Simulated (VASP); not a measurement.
CaO: single point with PBE

CaO:

```
Ca O
1.0
     0.00000    2.40356    2.40356
     2.40356    0.00000    2.40356
     2.40356    2.40356    0.00000
Ca O
1 1
Direct
  0.00000 0.00000 0.00000
  0.50000 0.50000 0.50000
```

* Program: VASP 6.6.1
* Task: single point
* Functional: PBE
* Potentials or basis: VASP PAW PBE potentials, release 64 (Ca_sv, O)
* Cutoff: 520 eV
* k mesh: 10 × 10 × 10
* Occupations: gaussian, width 0.025 eV
* Spin: no spin polarisation
* Dipole correction: no
* Further INCAR settings: ALGO = Normal; EDIFF = 1e-06; NBANDS = 15

```json
{"Pressure": "2.2 GPa", "Band gap on the k mesh": "3.64 eV, indirect (least direct gap 4.01 eV)"}
```

Levels at points of the mesh, in eV from the valence-band top:
```csv
k point,band 4,band 5,band 6,band 7,band 8,band 9,band 10,band 11,band 12,band 13
"(0.00, 0.00, 0.00)",-18.40,-15.53,0.00,0.00,0.00,4.71,6.22,6.22,6.22,7.73
"(0.50, 0.00, 0.00)",-18.46,-14.34,-2.64,-1.20,-1.20,7.05,8.35,8.35,8.50,10.42
"(0.50, 0.50, 0.00)",-18.63,-15.29,-1.30,-0.37,-0.37,3.64,8.04,8.89,9.53,9.53
```

It took 18 s on 1 thread of Intel(R) Xeon(R) Platinum 8375C CPU @ 2.90GHz (Ice Lake) (shared host), peak memory 0.16 GiB.

A k mesh can miss the band edges.
